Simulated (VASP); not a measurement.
Ta: single point with PBE

The system is Ta, a slab with vacuum.

```
CELL_PARAMETERS angstrom
2.87431 0.00000 0.00000
-0.95810 2.70993 0.00000
0.00000 0.00000 18.69373
ATOMIC_POSITIONS crystal
Ta 0.50000 0.50000 0.37446
Ta 0.00000 0.00000 0.49555
Ta 0.50000 0.50000 0.61661
```

```yaml
Program: VASP 6.6.1
Task: single point
Functional: PBE
Potentials_or_basis: VASP PAW PBE potentials, release 64 (Ta_pv)
Cutoff: 520 eV
k_mesh: 11 × 11 × 1
Occupations: gaussian, width 0.1 eV
Spin: no spin polarisation
Dipole_correction: yes
Further_INCAR_settings: ALGO = Normal; EDIFF = 1e-06; NBANDS = 24
```

The largest force is 0.007 eV/Å.

Forces in eV/Å, atoms in the order of the input:
```
Ta   0.000  0.000 -0.003
Ta   0.000  0.000 -0.003
Ta   0.000  0.000  0.007
```

Levels at points of the mesh, in eV from the Fermi level:
```csv
k point,band 14,band 15,band 16,band 17,band 18,band 19
"(0.00, 0.00, 0.00)",-0.77,-0.42,-0.30,0.29,0.58,1.00
```

It took 2.9 min on 1 thread of Intel(R) Xeon(R) Platinum 8259CL CPU @ 2.50GHz (Skylake/Cascade Lake) (shared host), peak memory 0.3 GiB.

Caveat: spin-orbit coupling is left out, which moves the levels of the heavy elements.
